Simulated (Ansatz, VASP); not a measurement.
# One calculation of Nb, two programs

```xyz
1
Lattice="-1.6930 1.6930 1.6930 1.6930 -1.6930 1.6930 1.6930 1.6930 -1.6930" Properties=species:S:1:pos:R:3 pbc="T T T"
Nb    0.0000    0.0000    0.0000
```

Alike in both runs: task single point; functional revPBE; dispersion D4; k mesh 12 × 12 × 12; occupations fermi-dirac, width 0.2 eV; no spin polarisation.

```csv
,VASP,Ansatz
version,VASP 6.6.1,Ansatz 0.2.0
potentials or method,"VASP PAW PBE potentials, release 64 (Nb_sv)","plane waves, norm-conserving potentials"
plane-wave cutoff (eV),520,1116
valence electrons in the cell,13,13
```

|  | VASP | Ansatz | Ansatz less VASP |
| --- | --- | --- | --- |
| pressure (GPa) | -11.6 | -11.4 | +0.26 |

VASP's potentials were made for PBE, not for revPBE.
